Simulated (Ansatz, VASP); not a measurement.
**One calculation of Rb, two programs**

Contents of INCAR:

```
PREC = Accurate
ENCUT = 520
EDIFF = 1E-6
ISMEAR = 0
SIGMA = 0.1
LREAL = False
LASPH = True
NELM = 60
ALGO = Normal
ISIF = 2
LWAVE = False
LCHARG = False
GGA = PE
NBANDS = 10
```

The input KPOINTS:

```
regular mesh
0
Gamma
  10 10 10
```

File POSCAR:

```
Rb
1.0
   -2.8063726605      2.8063726605      2.8063726605
    2.8063726605     -2.8063726605      2.8063726605
    2.8063726605      2.8063726605     -2.8063726605
Rb
1
Direct
    0.0000000000      0.0000000000      0.0000000000
```

Input for Ansatz:

```yaml
crystal:
  lattice:
    - [-2.8063726605, 2.8063726605, 2.8063726605]
    - [2.8063726605, -2.8063726605, 2.8063726605]
    - [2.8063726605, 2.8063726605, -2.8063726605]
  atoms:
    - { symbol: Rb, position: [0.0, 0.0, 0.0] }
basis:
  ecutwfc: 420
kpoints:
  mp_grid: { grid: [10, 10, 10] }
hamiltonian:
  xc: pbe
scf:
  occupations: { method: gaussian, width: 0.1 }
output:
  forces: true
  stress: true
  eigenvalues: true
```

Alike in both runs: task single point; functional PBE; k mesh 10 × 10 × 10; occupations gaussian, width 0.1 eV; no spin polarisation.

|  | VASP | Ansatz |
| --- | --- | --- |
| version | VASP 6.6.1 | Ansatz 0.2.0 |
| potentials or method | VASP PAW PBE potentials, release 64 (Rb_sv), cutoff 520 eV | scalar-relativistic, plane waves, PAW |
| valence electrons in the cell | 9 | 9 |

|  | VASP | Ansatz | Ansatz less VASP |
| --- | --- | --- | --- |
| gap on the k mesh at the Fermi level (eV) | none | none | - |
| pressure (GPa) | 0.1 | 0.1 | 0.00 |

A gap of «none» marks a metal or a gap that the smearing closes. The functional is the same, so the differences come from potentials, cutoffs and numerics.
